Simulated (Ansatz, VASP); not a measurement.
**WS2 in VASP and in Ansatz**

```
W S
1.0
     3.18000    0.00000    0.00000
    -1.59000    2.75396    0.00000
     0.00000    0.00000   12.50000
W S
2 4
Direct
  0.66667 0.33333 0.75000
  0.33333 0.66667 0.25000
  0.66667 0.33333 0.37500
  0.33333 0.66667 0.87500
  0.66667 0.33333 0.12500
  0.33333 0.66667 0.62500
```

Alike in both runs: task relaxation of cell and atoms; functional PBE; dispersion D4; k mesh 10 × 10 × 3; occupations fermi-dirac, width 0.05 eV; no spin polarisation.

|  | VASP | Ansatz |
| --- | --- | --- |
| version | VASP 6.6.1 | Ansatz 0.2.0 |
| potentials or method | VASP PAW PBE potentials, release 64 (W_sv, S) | Ansatz PAW |
| plane-wave cutoff (eV) | 600 | 420 |
| valence electrons in the cell | 52 | 52 |

```tsv
	VASP	Ansatz	Ansatz less VASP
gap on the k mesh at the Fermi level, each at its own relaxed structure (eV)	1.01	0.99	-0.024
relaxed volume (Å³/atom)	17.54	17.53	-0.011
relaxed cell length with the largest relative difference (Å)	12.212	12.198	-0.0133
```

Spin-orbit coupling is off throughout. Noted on Ansatz's run: odd divisions of the mesh miss points on the zone boundary, where band edges often lie, so the gap on the mesh can be too wide; the plane-wave basis is chosen anew once the cell has moved, so the energies of steps on either side of that aren't comparable.
